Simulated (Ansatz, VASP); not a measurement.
**Two plane-wave programs on KCl**

Contents of INCAR:

```
ALGO = Normal
EDIFF = 1E-6
ENCUT = 520
GGA = PE
ISIF = 2
ISMEAR = 0
LASPH = T
LCHARG = T
LELF = T
LREAL = F
LVHAR = T
LWAVE = F
NBANDS = 15
NELM = 80
PREC = Accurate
SIGMA = 0.02
```

Contents of KPOINTS:

```
k-points
0
Gamma
  6 6 6
```

The input POSCAR:

```
KCl
1.0
    0.0000000000      3.0904832606      3.0904832606
    3.0904832606      0.0000000000      3.0904832606
    3.0904832606      3.0904832606      0.0000000000
K Cl
1 1
Direct
    0.0000000000      0.0000000000      0.0000000000
    0.5000000000      0.5000000000      0.5000000000
```

Input for Ansatz:

```yaml
crystal:
  lattice:
    - [0.0, 3.0904832629, 3.0904832629]
    - [3.0904832629, 0.0, 3.0904832629]
    - [3.0904832629, 3.0904832629, 0.0]
  atoms:
    - { symbol: K, position: [0.0, 0.0, 0.0] }
    - { symbol: Cl, position: [0.5, 0.5, 0.5] }
basis:
  ecutwfc: 420
kpoints:
  mp_grid: { grid: [6, 6, 6] }
hamiltonian:
  xc: pbe
scf:
  occupations: { method: gaussian, width: 0.02 }
output:
  forces: true
  stress: true
  eigenvalues: true
```

Alike in both runs: task single point; functional PBE; k mesh 6 × 6 × 6; occupations gaussian, width 0.02 eV; no spin polarisation.

|  | VASP | Ansatz |
| --- | --- | --- |
| version | VASP 6.6.1 | Ansatz 0.2.0 |
| potentials or method | VASP PAW PBE potentials, release 64 (K_sv, Cl), cutoff 520 eV | scalar-relativistic, plane waves, PAW |
| valence electrons in the cell | 16 | 16 |

```csv
,VASP,Ansatz,Ansatz less VASP
gap on the k mesh at the Fermi level (eV),5.38,5.38,+0.003
least direct gap on the mesh (eV),5.38,5.38,+0.003
pressure (GPa),2.0,2.0,-0.04
```

The functional is the same, so the differences come from potentials, cutoffs and numerics.
